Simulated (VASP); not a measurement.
Here is a VASP 6.6.1 calculation.

INCAR

```
SYSTEM = In
PREC     = Accurate       ! precision mode
ENCUT    = 520            ! plane-wave cutoff, eV
EDIFF    = 1E-7           ! SCF threshold, eV
ISMEAR   = -1             ! smearing method
SIGMA    = 0.05           ! smearing width, eV
LREAL    = .False.        ! projectors in reciprocal space
LASPH    = .True.         ! aspherical terms in the spheres
NELM     = 60             ! most SCF steps
ALGO     = Normal         ! electronic algorithm
ISIF     = 2              ! what is computed and relaxed
LWAVE    = .False.        ! write WAVECAR
LCHARG   = .False.        ! write CHGCAR
GGA      = PS             ! functional
NBANDS   = 12             ! bands
```

The input KPOINTS:

```
regular mesh
0
Gamma
  10 10 10
  0 0 0
```

The input POSCAR:

```
In
1.0
   -1.6417247000      1.6417247000      2.4737000000
    1.6417247000     -1.6417247000      2.4737000000
    1.6417247000      1.6417247000     -2.4737000000
In
1
Direct
    0.0000000000      0.0000000000      0.0000000000
```

Potentials or basis: VASP PAW PBE potentials, release 64 (In_d).

Run with:

```console
$ cat potpaw_PBE.64/In_d/POTCAR > POTCAR
$ mpirun -np 1 vasp_std > vasp.out
```

Problem. Estimate the pressure.

Solution. -1.8 GPa.

Stress tensor (GPa, compression positive):
```
-1.04  0.00  0.00
 0.00 -1.04  0.00
 0.00  0.00 -3.34
```

Caveat: the PAW data sets were made with another functional, which shifts forces and pressure a little.
